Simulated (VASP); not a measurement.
Runs of VASP 6.6.1 on B. The structure is that of space group P6/mmm (No. 191), or close to it. The cells are those of the table. 

```csv
cell,k mesh,cutoff (eV),gap on the mesh (eV),pressure (GPa)
"a = 1.753, b = 1.753, c = 3.853 Å, angles 90.0, 90.0, 120.0°, 1 atom",27 × 27 × 12,520,none,-12.4
"a = 1.702, b = 1.702, c = 3.635 Å, angles 90.0, 90.0, 120.0°, 1 atom",12 × 12 × 6,500,none,(a)
"a = 1.723, b = 1.732, c = 3.702 Å, angles 89.5, 89.0, 119.7°, 1 atom",24 × 24 × 10,520,none,-6.4
"a = 1.672, b = 1.672, c = 3.898 Å, angles 90.0, 90.0, 120.0°, 1 atom",27 × 27 × 12,520,none,(b)
"a = 1.681, b = 1.657, c = 3.530 Å, angles 89.7, 88.8, 119.9°, 1 atom",24 × 24 × 10,520,none,14.5
```

Alike in all rows: task single point; level PBEsol; potentials or basis VASP PAW PBE potentials, release 64 (B); no spin polarisation; smearing gaussian 0.1 eV.

Task: Estimate the missing entries.

Result: (a) 3.4; (b) 11.9.

Caveats: the PAW data sets were made with another functional, which shifts forces and pressure a little.

A gap of «none» marks levels without a gap at the run's occupations.
